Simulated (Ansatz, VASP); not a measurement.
Two plane-wave programs on TiAl3

INCAR

```
PREC     = Accurate       # precision mode
ENCUT    = 600            # plane-wave cutoff, eV
EDIFF    = 1E-6           # SCF threshold, eV
ISMEAR   = 0              # smearing method
SIGMA    = 0.1            # smearing width, eV
LREAL    = F              # projectors in reciprocal space
LASPH    = T              # aspherical terms in the spheres
NELM     = 60             # most SCF steps
ALGO     = Normal         # electronic algorithm
ISIF     = 3              # what is computed and relaxed
LWAVE    = F              # write WAVECAR
LCHARG   = F              # write CHGCAR
GGA      = PE             # functional
IBRION   = 2              # ionic algorithm
NSW      = 100            # ionic steps
EDIFFG   = -0.002         # ionic threshold
```

KPOINTS

```
Automatic mesh
0
Gamma
  10 10 10
```

File POSCAR:

```
TiAl3
1.0
    3.9556712500      0.0000000000      0.0000000000
    0.0000000000      3.9556712500      0.0000000000
    0.0000000000      0.0000000000      3.9556712500
Ti Al
1 3
Direct
    0.0000000000      0.0000000000      0.0000000000
    0.5000000000      0.5000000000      0.0000000000
    0.5000000000      0.0000000000      0.5000000000
    0.0000000000      0.5000000000      0.5000000000
```

Input for Ansatz:

```yaml
crystal:
  lattice:
    - [3.95567125, 0.0, 0.0]
    - [0.0, 3.95567125, 0.0]
    - [0.0, 0.0, 3.95567125]
  atoms:
    - { symbol: Ti, position: [0.0, 0.0, 0.0] }
    - { symbol: Al, position: [0.5, 0.5, 0.0] }
    - { symbol: Al, position: [0.5, 0.0, 0.5] }
    - { symbol: Al, position: [0.0, 0.5, 0.5] }
basis:
  ecutwfc: 420
kpoints:
  mp_grid: { grid: [10, 10, 10] }
hamiltonian:
  xc: pbe
  pseudopotentials: { kind: paw, azcp: { folder: soft_1 } }
scf:
  occupations: { method: gaussian, width: 0.1 }
output:
  forces: true
  stress: true
  eigenvalues: true
relax:
  adjacent_minimum: "off"
  f_tol: 0.002
  max_steps: 80
  cell: { stress_tol: 0.02 }
```

Alike in both runs: task relaxation of cell and atoms; functional PBE; k mesh 10 × 10 × 10; occupations gaussian, width 0.1 eV; no spin polarisation.

```csv
,VASP,Ansatz
version,VASP 6.6.1,Ansatz 0.2.0
potentials or method,"VASP PAW PBE potentials, release 64 (Ti_sv, Al), cutoff 600 eV","scalar-relativistic, plane waves, PAW"
valence electrons in the cell,21,21
```

```csv
,VASP,Ansatz,Ansatz less VASP
"gap on the k mesh at the Fermi level, each at its own relaxed structure (eV)",none,none,-
relaxed volume (Å³/atom),15.75,15.76,+0.004
relaxed cell length with the largest relative difference (Å),3.979,3.980,+0.0003
```

A gap of «none» marks a metal or a gap that the smearing closes.
